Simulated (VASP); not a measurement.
Wanted: the native input for a VASP 6.6.1 run.

| Quantity | Value |
| --- | --- |
| Task | single point |
| Functional | rpbe exchange, lyp correlation |
| Potentials or basis | VASP PAW PBE potentials, release 64 (Ag) |
| Cutoff | 500 eV |
| k mesh | 11 × 11 × 11 |
| Occupations | fermi-dirac, width 0.01 eV |
| Spin | collinear spin |
| Starting moments | [0.5] μB |
| Dipole correction | no |
| Further INCAR settings | ALGO = Normal; EDIFF = 1e-06; NBANDS = 16 |

The structure of Ag lies in POSCAR:

```
Ag
1.0
    0.0000000000      2.1711674664      2.1711674664
    2.1711674664      0.0000000000      2.1711674664
    2.1711674664      2.1711674664      0.0000000000
Ag
1
Direct
    0.0000000000      0.0000000000      0.0000000000
```

One way to write it, as run:

INCAR

```
  PREC = Accurate
  ENCUT = 500
  EDIFF = 1E-6
  ISMEAR = -1
  SIGMA = 0.01
  LREAL = False
  LASPH = True
  NELM = 200
  ALGO = Normal
  ISIF = 2
  LWAVE = False
  LCHARG = False
  ISPIN = 2
  MAGMOM = 0.5
  LORBIT = 11
  LMAXMIX = 4
  GGA = LIBXC
  LIBXC1 = GGA_X_RPBE
  LIBXC2 = GGA_C_LYP
  NBANDS = 16
  GGA_COMPAT = False
```

KPOINTS

```
Automatic mesh
0
Gamma
  11 11 11
```

Potentials or basis: VASP PAW PBE potentials, release 64 (Ag).

Launch:

```sh
$ cat potpaw_PBE.64/Ag/POTCAR > POTCAR
$ mpirun -np 1 vasp_std > vasp.out
```

It gave:

| Property | Result |
| --- | --- |
| Pressure | -0.1 GPa |
| Net moment | 0.00 μB per cell |
| Valence electrons inside the program's atomic spheres | Ag 9.78 |

Caveat: the PAW data sets were made with another functional, which shifts forces and pressure a little.

Wall time 19 s on 1 thread of AMD EPYC 9R45 96-Core Processor (Zen 5), with other jobs on the host, peak memory 0.13 GiB.
